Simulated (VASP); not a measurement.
Runs of VASP 6.6.1 on CaSn2. The structure is that of space group Fm-3m (No. 225), or close to it. The cells are those of the table. 

```tsv
task	cell	k mesh	cutoff (eV)	gap on the mesh (eV)	pressure (GPa)	relaxed volume (Å³/atom)
single point	a = 4.795 Å, angles 60.0°, 3 atoms	6 × 6 × 6	520	none	10.7	-
single point	a = 5.159 Å, angles 60.0°, 3 atoms	12 × 12 × 12	520	none	0.0	-
relaxation of cell and atoms	relaxed from a = 4.795 Å, angles 60.0°, 3 atoms	4 × 4 × 4	600	none	0.1	(a)
single point	a = 5.171 Å, angles 60.0°, 3 atoms	4 × 4 × 4	520	none	-0.1	-
relaxation of cell and atoms	relaxed from a = 5.171 Å, angles 60.0°, 3 atoms	12 × 12 × 12	600	none	0.0	32.41
```

Alike in all rows: level PBE; potentials or basis VASP PAW PBE potentials, release 64 (Ca_sv, Sn_d); no spin polarisation; smearing gaussian 0.1 eV.

Problem. Fill in the values left out.

Solution. (a) 32.43.

Caveats: some runs use coarse meshes; spin-orbit coupling is left out, which moves the levels of the heavy elements; the cell stands under pressure (at least some runs); the volume moved by over 15 % at a fixed basis, so the end points are rough (at least some runs).

A k mesh can miss the band edges, and the runs leave out spin-orbit coupling on Sn.

A gap of «none» marks levels without a gap at the run's occupations.
